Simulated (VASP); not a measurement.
# BP (F-43m) in VASP: a series of runs

The runs below take BP through single point, with PBE.

Everything below comes from runs of VASP 6.6.1. Logs are shortened: lines on timing, memory, paths and dates and some standing lists are left out, and cuts for length are marked.

## 1. The cell of the first run

The structure is cubic, space group F-43m (No. 216). Conventional cell: a = 4.538 Å, b = 4.538 Å, c = 4.538 Å, α = 90.00°, β = 90.00°, γ = 90.00°. Within 2.6 Å of P (site symmetry -43m) lie 4 B at 1.97 Å. Within 2.6 Å of B (site symmetry -43m) lie 4 P at 1.97 Å.

## 2. Single point, PBE

INCAR reads:

```
SYSTEM = BP
ALGO = Normal
EDIFF = 1E-6
ENCUT = 520
GGA = PE
ISIF = 2
ISMEAR = 1
LASPH = .TRUE.
LCHARG = .FALSE.
LREAL = .FALSE.
LWAVE = .FALSE.
NBANDS = 11
NELM = 100
PREC = Accurate
SIGMA = 0.1
```

KPOINTS reads:

```
k-points
0
G
  8 8 8
  0 0 0
```

POSCAR reads:

```
BP
1.0
    0.0000000000      2.2690000000      2.2690000000
    2.2690000000      0.0000000000      2.2690000000
    2.2690000000      2.2690000000      0.0000000000
P B
1 1
Direct
    0.7500000000      0.7500000000      0.7500000000
    0.0000000000      0.0000000000      0.0000000000
```

Potentials or basis: VASP PAW PBE potentials, release 64 (P, B).

Launch:

```
$ cat potpaw_PBE.64/P/POTCAR potpaw_PBE.64/B/POTCAR > POTCAR
$ mpirun -np 1 vasp_std > vasp.out
```

OUTCAR:

```text
SYSTEM = BP
   EDIFF = 1E-6
   ENCUT = 520
   GGA = PE
   ISIF = 2
   ISMEAR = 1
   LASPH = .TRUE.
   LREAL = .FALSE.
   NELM = 100
   PREC = Accurate

 ion  position               nearest neighbor table
   1  0.750  0.750  0.750-   2 1.97   2 1.97   2 1.97   2 1.97
   2  0.000  0.000  0.000-   1 1.97   1 1.97   1 1.97   1 1.97

  LATTYP: Found a face centered cubic cell.
 ALAT       =     4.5380000000

  Lattice vectors:

 A1 = (   0.0000000000,   2.2690000000,   2.2690000000)
 A2 = (   2.2690000000,   0.0000000000,   2.2690000000)
 A3 = (   2.2690000000,   2.2690000000,   0.0000000000)

Analysis of symmetry for initial positions (statically):
=====================================================================
 Subroutine PRICEL returns:
 Original cell was already a primitive cell.

 Routine SETGRP: Setting up the symmetry group for a
 face centered cubic supercell.

 Subroutine GETGRP returns: Found 24 space group operations
 (whereof 24 operations were pure point group operations)
 out of a pool of 48 trial point group operations.

The static configuration has the point symmetry T_d .

Analysis of symmetry for dynamics (positions and initial velocities):
=====================================================================
 Subroutine PRICEL returns:
 Original cell was already a primitive cell.

 Routine SETGRP: Setting up the symmetry group for a
 face centered cubic supercell.

 Subroutine GETGRP returns: Found 24 space group operations
 (whereof 24 operations were pure point group operations)
 out of a pool of 48 trial point group operations.

The dynamic configuration has the point symmetry T_d .

 Subroutine INISYM returns: Found 24 space group operations
 (whereof 24 operations are pure point group operations),
 and found     1 'primitive' translations

----------------------------------------------------------------------------------------

                                     Primitive cell

  volume of cell :      23.3633

  direct lattice vectors                    reciprocal lattice vectors
     0.000000000  2.269000000  2.269000000    -0.220361393  0.220361393  0.220361393
     2.269000000  0.000000000  2.269000000     0.220361393 -0.220361393  0.220361393
     2.269000000  2.269000000  0.000000000     0.220361393  0.220361393 -0.220361393

  length of vectors
     3.208850573  3.208850573  3.208850573     0.381677128  0.381677128  0.381677128

  position of ions in fractional coordinates (direct lattice)
     0.750000000  0.750000000  0.750000000
     0.000000000  0.000000000  0.000000000

  ion indices of the primitive-cell ions
   primitive index   ion index
                 1           1
                 2           2

----------------------------------------------------------------------------------------

 KPOINTS: k-points

Automatic generation of k-mesh.
 Grid dimensions read from file:
 generate k-points for:    8    8    8

 Generating k-lattice:

  Cartesian coordinates                     Fractional coordinates (reciprocal lattice)
    -0.027545174  0.027545174  0.027545174     0.125000000  0.000000000  0.000000000
     0.027545174 -0.027545174  0.027545174     0.000000000  0.125000000  0.000000000
     0.027545174  0.027545174 -0.027545174     0.000000000  0.000000000  0.125000000

  Length of vectors
     0.047709641  0.047709641  0.047709641

  Shift w.r.t. Gamma in fractional coordinates (k-lattice)
     0.000000000  0.000000000  0.000000000

 Subroutine IBZKPT returns following result:
 ===========================================

 Found     29 irreducible k-points:

 Following reciprocal coordinates:
            Coordinates               Weight
  0.000000  0.000000  0.000000      1.000000
  0.125000  0.000000  0.000000      8.000000
  0.250000  0.000000  0.000000      8.000000
  0.375000  0.000000  0.000000      8.000000
  0.500000  0.000000  0.000000      4.000000
  0.125000  0.125000  0.000000      6.000000
[... 16 lines left out ...]
  0.500000  0.250000  0.125000     48.000000
 -0.375000  0.250000  0.125000     24.000000
 [... further k-points ...]
   k-points           NKPTS =     29   k-points in BZ     NKDIM =     29   number of bands    NBANDS=     11
   number of dos      NEDOS =    301   number of ions     NIONS =      2
   total plane-waves  NPLWV =  13824
   dimension x,y,z NGX =    24 NGY =   24 NGZ =   24
   dimension x,y,z NGXF=    48 NGYF=   48 NGZF=   48
   ions per type =               1   1
   NGX,Y,Z   is equivalent  to a cutoff of  12.43, 12.43, 12.43 a.u.
   NGXF,Y,Z  is equivalent  to a cutoff of  24.87, 24.87, 24.87 a.u.
 SYSTEM =  BP
   PREC   = accura    normal or accurate (medium, high low for compatibility)
   ISTART =      0    job   : 0-new  1-cont  2-samecut
   ICHARG =      2    charge: 1-file 2-atom 10-const
   ISPIN  =      1    spin polarized calculation?
   LNONCOLLINEAR =      F non collinear calculations
   LSORBIT =      F    spin-orbit coupling
   LASPH  =      T    aspherical Exc in radial PAW
   ENCUT  =  520.0 eV  38.22 Ry    6.18 a.u.   5.97  5.97  5.97*2*pi/ulx,y,z
   NELM   =    100;   NELMIN=  2; NELMDL= -5     # of ELM steps
   EDIFF  = 0.1E-05   stopping-criterion for ELM
   LREAL  =      F    real-space projection
   EDIFFG = 0.1E-04   stopping-criterion for IOM
   NSW    =      0    number of steps for IOM
   IBRION =     -1    ionic relax: 0-MD 1-quasi-New 2-CG
   NFREE  =      0    steps in history (QN), initial steepest desc. (CG)
   ISIF   =      2    stress and relaxation
   ISYM   =      2    0-nonsym 1-usesym 2-fastsym
   POTIM  = 0.5000    time-step for ionic-motion
   TEBEG  =    0.0;   TEEND  =   0.0 temperature during run
   PSTRESS=    0.0 pullay stress
   NELECT =       8.0000    total number of electrons
   NUPDOWN=      -1.0000    fix difference up-down
   EMIN   =  10.00;   EMAX   =-10.00  energy-range for DOS
   EFERMI =   0.00;   METHOD = LEGACY
   ISMEAR =     1;   SIGMA  =   0.10  broadening in eV -4-tet -1-fermi 0-gaus
   EFERMI_NEDOS =   21; number of points for ismear=-14 and -15
   IALGO  =     38    algorithm
   IMIX   =      4    mixing-type and parameters
     AMIX     =   0.40;   BMIX     =  1.00
     AMIX_MAG =   1.60;   BMIX_MAG =  1.00
  volume/ion in A,a.u.               =      11.68        78.83
  Fermi-wavevector in a.u.,A,eV,Ry     =   1.145320  2.164342 17.847562  1.311759
  Thomas-Fermi vector in A             =   2.282009
   LORBIT       =      0    0 simple, 1 ext, 2 COOP (PROOUT), +10 PAW based schemes
   GGA     = PE    functional components
   LHFCALC =     F    Hartree Fock is set to
   AEXX    =    0.0000 exact exchange contribution
   IVDW    =     0    specifies the selected vdW correction
   LEPSILON=     F    determine dielectric tensor
   LRPA    =     F    only Hartree local field effects (RPA)
 non-spin polarized calculation
 Methfessel and Paxton  Order N= 1 SIGMA  =   0.10
  energy-cutoff  :      520.00
  volume of cell :       23.36
 maximum number of plane-waves:       638
   NGX = 11   NGY = 11   NGZ = 11

 number of electron       8.0000000 magnetization

 Free energy of the ion-electron system (eV)
  ---------------------------------------------------
  ext. energy  EPLUGINS =         0.00000000
  ---------------------------------------------------
  free energy    TOTEN  =       -12.92858167 eV

  energy without entropy =      -12.92861564  energy(sigma->0) =      -12.92859299

 E-fermi :   7.5180     XC(G=0): -10.9068

 val. band max:        7.4338311718   @ k =   0.0000   0.0000   0.0000
 cond. band min:       8.7027888950   @ k =   0.3750   0.3750   0.0000
 fundamental gap:      1.2689577233
 Fermi energy:         7.5180192336

 k-point     1 :       0.0000    0.0000    0.0000
  band No.  band energies     occupation
      1      -8.0269      2.00000
      2       7.4338      2.00000
      3       7.4338      2.00000
      4       7.4338      2.00000
      5      10.8341      0.00000
      6      10.8341      0.00000
      7      10.8341      0.00000
      8      14.8081      0.00000
      9      18.9463      0.00000
     10      19.5619      0.00000
     11      19.5619      0.00000

 k-point     2 :       0.1250    0.0000    0.0000
  band No.  band energies     occupation
      1      -7.7458      2.00000
      2       5.5790      2.00000
      3       7.0056      2.00000
      4       7.0056      2.00000
      5      11.3687      0.00000
      6      11.4262      0.00000
      7      11.4262      0.00000
      8      15.5954      0.00000
      9      18.6547      0.00000
     10      18.6547      0.00000
     11      19.7807      0.00000

 k-point     3 :       0.2500    0.0000    0.0000
  band No.  band energies     occupation
      1      -6.9214      2.00000
      2       2.5874      2.00000
      3       6.3165      2.00000
      4       6.3165      2.00000
      5      11.4358      0.00000
      6      12.1967      0.00000
      7      12.1967      0.00000
      8      17.0435      0.00000
      9      18.3967      0.00000
     10      18.3967      0.00000
     11      20.4777      0.00000

 k-point     4 :       0.3750    0.0000    0.0000
  band No.  band energies     occupation
      1      -5.6598      2.00000
      2      -0.1376      2.00000
      3       5.8395      2.00000
      4       5.8395      2.00000
      5      11.2838      0.00000
      6      12.2533      0.00000
      7      12.2533      0.00000
      8      17.5973      0.00000
      9      20.0567      0.00000
     10      20.0567      0.00000
     11      21.2607      0.00000

 k-point     5 :       0.5000    0.0000    0.0000
  band No.  band energies     occupation
      1      -4.7032      2.00000
      2      -1.5999      2.00000
      3       5.6761      2.00000
      4       5.6761      2.00000
      5      11.2151      0.00000
      6      12.1469      0.00000
      7      12.1469      0.00000
      8      17.5602      0.00000
      9      22.0593      0.00000
     10      22.0593      0.00000
     11      22.2626      0.00000
[... 211 lines left out ...]
 k-point    21 :       0.5000    0.5000    0.0000
  band No.  band energies     occupation
      1      -3.1725      2.00000
      2      -1.1493      2.00000
      3       3.3191      2.00000
      4       3.3191      2.00000
      5       8.7655     -0.00000
      6       9.0923     -0.00000
      7      19.5575      0.00000
      8      19.5575      0.00000
      9      22.6652      0.00000
     10      24.1911      0.00000
     11      25.4230      0.00000

 k-point    22 :       0.3750    0.2500    0.1250
  band No.  band energies     occupation
      1      -6.1981      2.00000
      2       2.5000      2.00000
      3       3.6389      2.00000
      4       5.4560      2.00000
      5      10.8944      0.00000
      6      13.4392      0.00000
      7      13.6448      0.00000
      8      14.9566      0.00000
      9      19.0286      0.00000
     10      21.3273      0.00000
     11      23.0491      0.00000

 k-point    23 :       0.5000    0.2500    0.1250
  band No.  band energies     occupation
      1      -4.9675      2.00000
      2       0.3339      2.00000
      3       2.9864      2.00000
      4       4.6865      2.00000
      5      11.5395      0.00000
      6      12.9062      0.00000
      7      14.7592      0.00000
      8      15.7729      0.00000
      9      19.8529      0.00000
     10      20.8404      0.00000
     11      24.5066      0.00000

 k-point    24 :      -0.3750    0.2500    0.1250
  band No.  band energies     occupation
      1      -4.0447      2.00000
      2      -1.0147      2.00000
      3       2.9068      2.00000
      4       4.3178      2.00000
      5      11.6256      0.00000
      6      12.6323      0.00000
      7      15.7428      0.00000
      8      17.2234      0.00000
      9      17.8882      0.00000
     10      21.8536      0.00000
     11      24.2855      0.00000

 [... further k-points ...]
[... 5 lines left out ...]
  --------------------------------------------------------------------------------------
  -------------------------------------------------------------------------------------
  Total        0.1319899      0.1319899      0.1319899     -0.0000000     -0.0000000     -0.0000000
  in kB        9.0514433      9.0514433      9.0514433     -0.0000000     -0.0000000     -0.0000000
  external PRESSURE =       9.0514433 kB  Pullay stress =       0.0000000 kB

 VOLUME and BASIS-vectors are now :
 -----------------------------------------------------------------------------
  energy-cutoff  :      520.00
  volume of cell :       23.36
      direct lattice vectors                 reciprocal lattice vectors
     0.000000000  2.269000000  2.269000000    -0.220361393  0.220361393  0.220361393
     2.269000000  0.000000000  2.269000000     0.220361393 -0.220361393  0.220361393
     2.269000000  2.269000000  0.000000000     0.220361393  0.220361393 -0.220361393

 POSITION                                       TOTAL-FORCE (eV/Angst)
 -----------------------------------------------------------------------------------
      3.40350      3.40350      3.40350        -0.000000     -0.000000     -0.000000
      0.00000      0.00000      0.00000         0.000000      0.000000      0.000000
 -----------------------------------------------------------------------------------
    total drift:                               -0.000000     -0.000000     -0.000000

  FREE ENERGIE OF THE ION-ELECTRON SYSTEM (eV)
  ---------------------------------------------------
  free  energy   TOTEN  =       -12.9285816658 eV

  energy  without entropy=      -12.9286156379  energy(sigma->0) =      -12.92859299
```

Wall time 5.8 s (1 thread of AMD EPYC 7R43 (Zen 3), shared host); peak memory 0.1 GiB.

Results:

```yaml
Free_energy: -12.9286 eV
Pressure: 0.9 GPa
Band_gap_on_the_k_mesh: 1.27 eV, indirect (least direct gap 3.40 eV)
```

Levels at points of the mesh, in eV from the valence-band top:
```csv
k point,band 1,band 2,band 3,band 4,band 5,band 6,band 7,band 8,band 9
"(0.00, 0.00, 0.00)",-15.46,0.00,0.00,0.00,3.40,3.40,3.40,7.37,11.51
"(0.50, 0.00, 0.00)",-12.14,-9.03,-1.76,-1.76,3.78,4.71,4.71,10.13,14.63
"(0.50, 0.50, 0.00)",-10.61,-8.58,-4.11,-4.11,1.33,1.66,12.12,12.12,15.23
```

## 3. Single point, PBE

INCAR reads:

```
PREC     = Accurate       # precision mode
ENCUT    = 520            # plane-wave cutoff, eV
EDIFF    = 1E-7           # SCF threshold, eV
ISMEAR   = 1              # smearing method
SIGMA    = 0.1            # smearing width, eV
LREAL    = False          # projectors in reciprocal space
LASPH    = True           # aspherical terms in the spheres
NELM     = 100            # most SCF steps
ALGO     = Normal         # electronic algorithm
ISIF     = 2              # what is computed and relaxed
LWAVE    = False          # write WAVECAR
LCHARG   = False          # write CHGCAR
GGA      = PE             # functional
NBANDS   = 11             # bands
```

KPOINTS reads:

```
Automatic mesh
0
Gamma
  8 8 8
```

POSCAR is that of step 2.

Potentials or basis: VASP PAW PBE potentials, release 64 (P, B).

Launch:

```
$ cat potpaw_PBE.64/P/POTCAR potpaw_PBE.64/B/POTCAR > POTCAR
$ mpirun -np 1 vasp_std > vasp.out
```

It took 6.8 s on 1 thread of AMD EPYC 7R43 (Zen 3), shared host; peak memory 0.09 GiB.

The run converged. Its results:

```
Free energy            : -12.9286 eV
Pressure               : 0.9 GPa
Band gap on the k mesh : 1.27 eV, indirect (least direct gap 3.40 eV)
```

Levels at points of the mesh, in eV from the valence-band top:
| k point | band 1 | band 2 | band 3 | band 4 | band 5 | band 6 | band 7 | band 8 |
| --- | --- | --- | --- | --- | --- | --- | --- | --- |
| (0.00, 0.00, 0.00) | -15.46 | 0.00 | 0.00 | 0.00 | 3.40 | 3.40 | 3.40 | 7.37 |
| (0.50, 0.00, 0.00) | -12.14 | -9.03 | -1.76 | -1.76 | 3.78 | 4.71 | 4.71 | 10.13 |
| (0.50, 0.50, 0.00) | -10.61 | -8.58 | -4.11 | -4.11 | 1.33 | 1.66 | 12.12 | 12.12 |

A k mesh can miss the band edges. PBE gaps usually lie below the measured ones, often by a third to a half.
